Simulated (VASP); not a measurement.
Input of a VASP 6.6.1 run:

The input INCAR:

```
SYSTEM = Tl
  PREC = Accurate
  ENCUT = 520
  EDIFF = 1E-7
  ISMEAR = -1
  SIGMA = 0.05
  LREAL = .False.
  LASPH = .True.
  NELM = 80
  ALGO = Normal
  ISIF = 2
  LWAVE = .False.
  LCHARG = .True.
  GGA = CA
  LELF = .True.
  LVHAR = .True.
  NBANDS = 20
```

KPOINTS

```
Automatic mesh
0
Gamma
  9 9 5
  0 0 0
```

Contents of POSCAR:

```
Tl
1.0
    3.3438447027      0.0000000000      0.0000000000
   -1.6719223514      2.8958544589      0.0000000000
    0.0000000000      0.0000000000      5.6446232326
Tl
2
Direct
    0.6666666667      0.3333333333      0.7500000000
    0.3333333333      0.6666666667      0.2500000000
```

Potentials or basis: VASP PAW LDA potentials, release 64 (Tl_d).

Command:

```bash
$ cat potpaw_LDA.64/Tl_d/POTCAR > POTCAR
$ mpirun -np 1 vasp_std > vasp.out
```

(1) What does it give for the band gap on the k mesh?

(2) What does it give for the pressure?

## Answers

(1) zero (band 13 reaches 8.56 eV, above the bottom of band 14 at 5.05 eV).

(2) 0.0 GPa.

Caveat: spin-orbit coupling is left out, which moves the levels of the heavy elements.
